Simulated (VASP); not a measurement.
Crystal: ZrN.

```
Zr N
1.0
     0.00000    2.29427    2.29427
     2.29427    0.00000    2.29427
     2.29427    2.29427    0.00000
Zr N
1 1
Direct
  0.50000 0.50000 0.50000
  0.00000 0.00000 0.00000
```

| Item | Value |
| --- | --- |
| Program | VASP 6.6.1 |
| Task | relaxation of cell and atoms |
| Functional | PBE |
| Dispersion | D3(BJ) |
| Potentials or basis | VASP PAW PBE potentials, release 64 (Zr_sv, N) |
| Cutoff | 600 eV |
| k mesh | 16 × 16 × 16 |
| Occupations | gaussian, width 0.1 eV |
| Spin | no spin polarisation |

At the start: pressure -4.7 GPa; volume 12.08 Å³/atom.

**Question.** Where does the relaxation end?

**Answer.** Over 6 steps the energy falls by 3.4 meV/atom and the volume is 11.85 Å³/atom (-1.9 %); space group Fm-3m (No. 225, to 0.1 Å) before and after.

The path:
```csv
step,energy change (eV),largest force (eV/Å),pressure (GPa),volume (Å³)
1,0.0000,0.0000,-4.74,24.15
2,0.0154,0.0000,9.44,22.92
3,-0.0068,0.0000,-0.05,23.71
4,-0.0068,0.0000,0.05,23.70
5,-0.0068,0.0000,-0.04,23.71
6,-0.0068,0.0000,0.00,23.70
```

Final structure:
```
CELL_PARAMETERS angstrom
0.00000 2.27992 2.27992
2.27992 0.00000 2.27992
2.27992 2.27992 0.00000
ATOMIC_POSITIONS crystal
Zr 0.50000 0.50000 0.50000
N 0.00000 0.00000 0.00000
```

Caveat: an odd number of electrons without spin polarisation forces a metal; a magnetic or distorted state may lie lower.
